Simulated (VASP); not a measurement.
# W in VASP: single point with PBE+D3(BJ)

Aim: the single point of W with PBE+D3(BJ).

Everything below comes from runs of VASP 6.6.1. Logs are shortened: lines on timing, memory, paths and dates and some standing lists are left out, and cuts for length are marked.

### Step 1. The cell of the first run

The cell holds a slab with vacuum, 12 atoms: a = 5.472 Å, b = 5.472 Å, c = 24.443 Å, α = 90.00°, β = 90.00°, γ = 109.47°.

### Step 2. Single point, PBE+D3(BJ)

File INCAR:

```
PREC = Accurate ; ENCUT = 400
EDIFF = 1E-6 ; ISMEAR = 0
SIGMA = 0.1 ; LREAL = F
LASPH = T ; NELM = 120
ALGO = Normal ; ISIF = 2
LWAVE = F ; LCHARG = F
LDIPOL = T ; IDIPOL = 3
DIPOL = 0.5 0.5 0.418 ; GGA = PE
IVDW = 12 ; NBANDS = 96
GGA_COMPAT = F ; NELMDL = -8
```

File KPOINTS:

```
regular mesh
0
Gamma
  4 4 1
```

File POSCAR:

```
W
1.0
    5.4721979616      0.0000000000      0.0000000000
   -1.8240659872      5.1592377156      0.0000000000
    0.0000000000      0.0000000000     24.4425309258
W
12
Direct
    0.2500000000      0.2500000000      0.3272983483
    0.2500000000      0.7500000000      0.3272983483
    0.7500000000      0.2500000000      0.3272983483
    0.7500000000      0.7500000000      0.3272983483
    0.4983895905      0.5004741339      0.4159351234
    0.4983968679     -0.0023845947      0.4159265783
   -0.0066255653      0.4995119332      0.4160251712
   -0.0030372503     -0.0021867354      0.4173657508
    0.7450732698      0.7759839636      0.5174505304
    0.7453984557      0.2535039422      0.5070980787
    0.2464927549      0.7487957185      0.5078046808
    0.2578727922      0.2630264963      0.5038141554
```

Potentials or basis: VASP PAW PBE potentials, release 64 (W_sv).

Run with:

```sh
$ cat potpaw_PBE.64/W_sv/POTCAR > POTCAR
$ mpirun -np 1 vasp_std > vasp.out
```

OUTCAR:

```text
PREC = Accurate
   ENCUT = 400
   EDIFF = 1E-6
   ISMEAR = 0
   LREAL = F
   LASPH = T
   NELM = 120
   ISIF = 2
   GGA = PE
   IVDW = 12
   NELMDL = -8
 IVDW          = 12

 ion  position               nearest neighbor table
   1  0.250  0.250  0.327-   5 2.68   8 2.72   3 2.74   3 2.74   2 2.74   2 2.74   6 3.11   7 3.13
                             4 3.16   4 3.16
   2  0.250  0.750  0.327-   6 2.67   7 2.70   4 2.74   4 2.74   1 2.74   1 2.74   5 3.11   8 3.14
                             3 3.16   3 3.16
   3  0.750  0.250  0.327-   7 2.67   6 2.69   1 2.74   1 2.74   4 2.74   4 2.74   5 3.12   8 3.13
                             2 3.16   2 3.16
   4  0.750  0.750  0.327-   5 2.68   8 2.70   2 2.74   2 2.74   3 2.74   3 2.74   7 3.09   6 3.11
                             1 3.16   1 3.16
   5  0.498  0.500  0.416-  12 2.63   1 2.68   4 2.68   7 2.71   6 2.72   6 2.75   7 2.76   9 2.98
                             2 3.11   3 3.12  10 3.14   8 3.15  11 3.17   8 3.17
   6  0.498  0.998  0.416-   2 2.67   3 2.69   5 2.72   8 2.73  10 2.74   8 2.74  11 2.75   5 2.75
                             4 3.11   1 3.11  12 3.12   7 3.15   7 3.17   9 3.25
   7  0.993  0.500  0.416-   3 2.67   2 2.70   5 2.71  10 2.72   8 2.72  11 2.75   8 2.75   5 2.76
                             4 3.09  12 3.10   1 3.13   6 3.15   6 3.17   9 3.41
   8  0.997  0.998  0.417-  12 2.69   4 2.70   1 2.72   7 2.72   6 2.73   6 2.74   7 2.75   9 2.87
                             3 3.13  11 3.14   2 3.14   5 3.15  10 3.15   5 3.17
   9  0.745  0.776  0.517-  10 2.62  11 2.69  11 2.81  10 2.87   8 2.87   5 2.98  12 3.18  12 3.18
                             6 3.25   7 3.41
  10  0.745  0.254  0.507-   9 2.62  12 2.69   7 2.72   6 2.74  12 2.79   9 2.87   5 3.14  11 3.15
                             8 3.15  11 3.17
  11  0.246  0.749  0.508-  12 2.68   9 2.69   6 2.75   7 2.75  12 2.80   9 2.81   8 3.14  10 3.15
                             5 3.17  10 3.17
  12  0.258  0.263  0.504-   5 2.63  11 2.68  10 2.69   8 2.69  10 2.79  11 2.80   7 3.10   6 3.12
                             9 3.18   9 3.18

  LATTYP: Found a base centered orthorhombic cell.
 ALAT       =     6.3187499324
 B/A-ratio  =     1.4142135624
 C/A-ratio  =     3.8682541938

  Lattice vectors:

 A1 = (   5.4721979616,   0.0000000000,   0.0000000000)
 A2 = (  -1.8240659872,   5.1592377156,   0.0000000000)
 A3 = (   0.0000000000,   0.0000000000,  24.4425309258)

Analysis of symmetry for initial positions (statically):
=====================================================================
 Subroutine PRICEL returns:
 Original cell was already a primitive cell.

 Routine SETGRP: Setting up the symmetry group for a
 base centered orthorhombic supercell.

 Subroutine GETGRP returns: Found  1 space group operations
 (whereof  1 operations were pure point group operations)
 out of a pool of  8 trial point group operations.

The static configuration has the point symmetry C_1 .

Analysis of symmetry for dynamics (positions and initial velocities):
=====================================================================
 Subroutine PRICEL returns:
 Original cell was already a primitive cell.

 Routine SETGRP: Setting up the symmetry group for a
 base centered orthorhombic supercell.

 Subroutine GETGRP returns: Found  1 space group operations
 (whereof  1 operations were pure point group operations)
 out of a pool of  8 trial point group operations.

The dynamic configuration has the point symmetry C_1 .

 Subroutine INISYM returns: Found  1 space group operations
 (whereof  1 operations are pure point group operations),
 and found     1 'primitive' translations

----------------------------------------------------------------------------------------

                                     Primitive cell

  volume of cell :     690.0706

  direct lattice vectors                    reciprocal lattice vectors
     5.472197962  0.000000000  0.000000000     0.182741927  0.064609028  0.000000000
    -1.824065987  5.159237716  0.000000000     0.000000000  0.193827084  0.000000000
     0.000000000  0.000000000 24.442530926     0.000000000  0.000000000  0.040912294

  length of vectors
     5.472197962  5.472197962 24.442530926     0.193827084  0.193827084  0.040912294

  position of ions in fractional coordinates (direct lattice)
     0.250000000  0.250000000  0.327298348
     0.250000000  0.750000000  0.327298348
     0.750000000  0.250000000  0.327298348
     0.750000000  0.750000000  0.327298348
     0.498389590  0.500474134  0.415935123
     0.498396868  0.997615405  0.415926578
     0.993374435  0.499511933  0.416025171
     0.996962750  0.997813265  0.417365751
     0.745073270  0.775983964  0.517450530
     0.745398456  0.253503942  0.507098079
     0.246492755  0.748795718  0.507804681
     0.257872792  0.263026496  0.503814155

  ion indices of the primitive-cell ions
   primitive index   ion index
                 1           1
                 2           2
                 3           3
                 4           4
                 5           5
                 6           6
                 7           7
                 8           8
                 9           9
                10          10
                11          11
                12          12

----------------------------------------------------------------------------------------

 KPOINTS: regular mesh

Automatic generation of k-mesh.
 Grid dimensions read from file:
 generate k-points for:    4    4    1

 Generating k-lattice:

  Cartesian coordinates                     Fractional coordinates (reciprocal lattice)
     0.045685482  0.016152257  0.000000000     0.250000000  0.000000000  0.000000000
     0.000000000  0.048456771  0.000000000     0.000000000  0.250000000  0.000000000
     0.000000000  0.000000000  0.040912294     0.000000000  0.000000000  1.000000000

  Length of vectors
     0.048456771  0.048456771  0.040912294

  Shift w.r.t. Gamma in fractional coordinates (k-lattice)
     0.000000000  0.000000000  0.000000000

 Subroutine IBZKPT returns following result:
 ===========================================

 Found     10 irreducible k-points:

 Following reciprocal coordinates:
            Coordinates               Weight
  0.000000  0.000000  0.000000      1.000000
  0.250000  0.000000  0.000000      2.000000
  0.000000  0.250000  0.000000      2.000000
  0.500000  0.000000  0.000000      1.000000
  0.000000  0.500000  0.000000      1.000000
  0.250000  0.250000  0.000000      2.000000
  0.500000  0.250000  0.000000      2.000000
  0.250000  0.500000  0.000000      2.000000
 -0.250000  0.250000  0.000000      2.000000
  0.500000  0.500000  0.000000      1.000000
   k-points           NKPTS =     10   k-points in BZ     NKDIM =     10   number of bands    NBANDS=     96
   number of dos      NEDOS =    301   number of ions     NIONS =     12
   total plane-waves  NPLWV = 207360
   dimension x,y,z NGX =    36 NGY =   36 NGZ =  160
   dimension x,y,z NGXF=    72 NGYF=   72 NGZF=  320
   ions per type =              12
   NGX,Y,Z   is equivalent  to a cutoff of  10.94, 10.94, 10.88 a.u.
   NGXF,Y,Z  is equivalent  to a cutoff of  21.87, 21.87, 21.76 a.u.
 SYSTEM =  unknown system
   PREC   = accura    normal or accurate (medium, high low for compatibility)
   ISTART =      0    job   : 0-new  1-cont  2-samecut
   ICHARG =      2    charge: 1-file 2-atom 10-const
   ISPIN  =      1    spin polarized calculation?
   LNONCOLLINEAR =      F non collinear calculations
   LSORBIT =      F    spin-orbit coupling
   LASPH  =      T    aspherical Exc in radial PAW
   ENCUT  =  400.0 eV  29.40 Ry    5.42 a.u.   8.92  8.92 39.86*2*pi/ulx,y,z
   NELM   =    120;   NELMIN=  2; NELMDL= -8     # of ELM steps
   EDIFF  = 0.1E-05   stopping-criterion for ELM
   LREAL  =      F    real-space projection
   EDIFFG = 0.1E-04   stopping-criterion for IOM
   NSW    =      0    number of steps for IOM
   IBRION =     -1    ionic relax: 0-MD 1-quasi-New 2-CG
   NFREE  =      0    steps in history (QN), initial steepest desc. (CG)
   ISIF   =      2    stress and relaxation
   ISYM   =      2    0-nonsym 1-usesym 2-fastsym
   POTIM  = 0.5000    time-step for ionic-motion
   TEBEG  =    0.0;   TEEND  =   0.0 temperature during run
   PSTRESS=    0.0 pullay stress
   NELECT =     168.0000    total number of electrons
   NUPDOWN=      -1.0000    fix difference up-down
   EMIN   =  10.00;   EMAX   =-10.00  energy-range for DOS
   EFERMI =   0.00;   METHOD = LEGACY
   ISMEAR =     0;   SIGMA  =   0.10  broadening in eV -4-tet -1-fermi 0-gaus
   EFERMI_NEDOS =   21; number of points for ismear=-14 and -15
   IALGO  =     38    algorithm
   IMIX   =      4    mixing-type and parameters
     AMIX     =   0.40;   BMIX     =  1.00
     AMIX_MAG =   1.60;   BMIX_MAG =  1.00
  volume/ion in A,a.u.               =      57.51       388.07
  Fermi-wavevector in a.u.,A,eV,Ry     =   1.022226  1.931726 14.217342  1.044945
  Thomas-Fermi vector in A             =   2.155893
   LORBIT       =      0    0 simple, 1 ext, 2 COOP (PROOUT), +10 PAW based schemes
   GGA     = PE    functional components
   LHFCALC =     F    Hartree Fock is set to
   AEXX    =    0.0000 exact exchange contribution
   IVDW    =    12    specifies the selected vdW correction
   LEPSILON=     F    determine dielectric tensor
   LRPA    =     F    only Hartree local field effects (RPA)
 non-spin polarized calculation
 Gauss-broadening in eV      SIGMA  =   0.10
  energy-cutoff  :      400.00
  volume of cell :      690.07
 maximum number of plane-waves:     12660
   NGX = 17   NGY = 17   NGZ = 79

 dipolmoment           0.000000      0.000000     -0.004264 electrons x Angstroem

 number of electron     168.0000000 magnetization

 dipolmoment           0.000000      0.000000      0.010263 electrons x Angstroem

 Free energy of the ion-electron system (eV)
  ---------------------------------------------------
  ext. energy  EPLUGINS =         0.00000000
  ---------------------------------------------------
  free energy    TOTEN  =      -143.22907035 eV

  energy without entropy =     -143.16549714  energy(sigma->0) =     -143.19728374

 E-fermi :  -0.2875     XC(G=0):  -4.6565

 val. band max:       -0.3270161673   @ k =   0.5000   0.5000   0.0000
 cond. band min:      -0.2828551501   @ k =   0.2500   0.0000   0.0000
 fundamental gap:      0.0441610171
 Fermi energy:        -0.2875009345

 k-point     1 :       0.0000    0.0000    0.0000
  band No.  band energies     occupation
      1     -74.4148      2.00000
      2     -74.3807      2.00000
      3     -74.3287      2.00000
      4     -74.3149      2.00000
      5     -74.2740      2.00000
      6     -74.2230      2.00000
[... 88 lines left out ...]
     95       1.9914      0.00000
     96       2.0667      0.00000

 k-point     2 :       0.2500    0.0000    0.0000
  band No.  band energies     occupation
      1     -74.4039      2.00000
      2     -74.3780      2.00000
      3     -74.3384      2.00000
      4     -74.3110      2.00000
      5     -74.2806      2.00000
      6     -74.2149      2.00000
[... 781 lines left out ...]
     95       1.2675      0.00000
     96       1.5013      0.00000

 k-point    10 :       0.5000    0.5000    0.0000
  band No.  band energies     occupation
      1     -74.3832      2.00000
      2     -74.3554      2.00000
      3     -74.3426      2.00000
      4     -74.3167      2.00000
      5     -74.3089      2.00000
      6     -74.1850      2.00000
[... 88 lines left out ...]
     95       0.7076      0.00000
     96       0.8033      0.00000

------------------------ aborting loop because EDIFF is reached ----------------------------------------

 vacuum level on the upper side and lower side of the slab       (xc-potential included)        -0.087        -0.154

 Edisp (eV)   -5.24371

 E8    (eV) :    -2.8113

  FORCE on cell =-STRESS in cart. coord.  units (eV):
  Direction    XX          YY          ZZ          XY          YZ          ZX
  --------------------------------------------------------------------------------------
  -------------------------------------------------------------------------------------
  Total     -14.86142   -16.41416    -4.65721    -2.71051    -0.91043     0.49988
  in kB     -34.50462   -38.10973   -10.81291    -6.29314    -2.11379     1.16061
  external pressure =      -27.81 kB  Pullay stress =        0.00 kB

 VOLUME and BASIS-vectors are now :
 -----------------------------------------------------------------------------
  energy-cutoff  :      400.00
  volume of cell :      690.07
      direct lattice vectors                 reciprocal lattice vectors
     5.472197962  0.000000000  0.000000000     0.182741927  0.064609028  0.000000000
    -1.824065987  5.159237716  0.000000000     0.000000000  0.193827084  0.000000000
     0.000000000  0.000000000 24.442530926     0.000000000  0.000000000  0.040912294

 POSITION                                       TOTAL-FORCE (eV/Angst)
 -----------------------------------------------------------------------------------
      0.91203      1.28981      8.00000        -0.027536      0.018866      0.057969
      0.00000      3.86943      8.00000        -0.141419     -0.103383     -0.002714
      3.64813      1.28981      8.00000        -0.114165     -0.077021     -0.020475
      2.73610      3.86943      8.00000         0.105147      0.074330     -0.170745
      1.81439      2.58207     10.16651         0.123773      0.295531      0.508597
      0.90761      5.14694     10.16630         0.099971     -0.060136      0.741770
      4.52480      2.57710     10.16871         0.057134      0.264828      0.584064
      3.63550      5.14796     10.20148        -0.104518      0.015346      0.153176
      2.66174      4.00349     12.64780         0.362443     -0.740883     -2.222335
      3.61656      1.30789     12.39476         0.188556      0.481023     -0.161540
     -0.01700      3.86322     12.41203        -0.209041      0.292531     -0.375572
      0.93135      1.35702     12.31449        -0.340345     -0.461031      0.907805
 -----------------------------------------------------------------------------------
    total drift:                                0.000534      0.000183     -0.000572

  FREE ENERGIE OF THE ION-ELECTRON SYSTEM (eV)
  ---------------------------------------------------
  free  energy   TOTEN  =      -148.4727773693 eV

  energy  without entropy=     -148.4092041595  energy(sigma->0) =     -148.44099076

 vacuum level on the upper side and lower side of the slab         4.442         4.373
```

Run time: 18 min. Hardware: 1 thread of Intel Xeon Platinum 8488C (Sapphire Rapids), shared host; peak memory 0.63 GiB.

What came out:

| Item | Value |
| --- | --- |
| Free energy | -148.4728 eV |
| Largest force | 2.370 eV/Å |
| Band gap on the k mesh | zero (band 84 reaches 0.43 eV, above the bottom of band 85 at -0.79 eV) |
| Dispersion energy per atom | -0.437 eV |

Forces in eV/Å, atoms in the order of the input:
```
W   -0.028  0.019  0.058
W   -0.141 -0.103 -0.003
W   -0.114 -0.077 -0.020
W    0.105  0.074 -0.171
W    0.124  0.296  0.509
W    0.100 -0.060  0.742
W    0.057  0.265  0.584
W   -0.105  0.015  0.153
W    0.362 -0.741 -2.222
W    0.189  0.481 -0.162
W   -0.209  0.293 -0.376
W   -0.340 -0.461  0.908
```

Levels at points of the mesh, in eV from the Fermi level:
```tsv
k point	band 82	band 83	band 84	band 85	band 86	band 87
(0.00, 0.00, 0.00)	0.32	0.56	0.71	1.29	1.37	1.40
(0.50, 0.00, 0.00)	-0.81	-0.78	-0.48	0.18	0.30	0.39
(0.00, 0.50, 0.00)	-0.82	-0.77	-0.50	0.19	0.30	0.41
(0.50, 0.50, 0.00)	-0.79	-0.71	-0.57	-0.50	-0.41	-0.11
```

Caveat: spin-orbit coupling is left out, which moves the levels of the heavy elements.
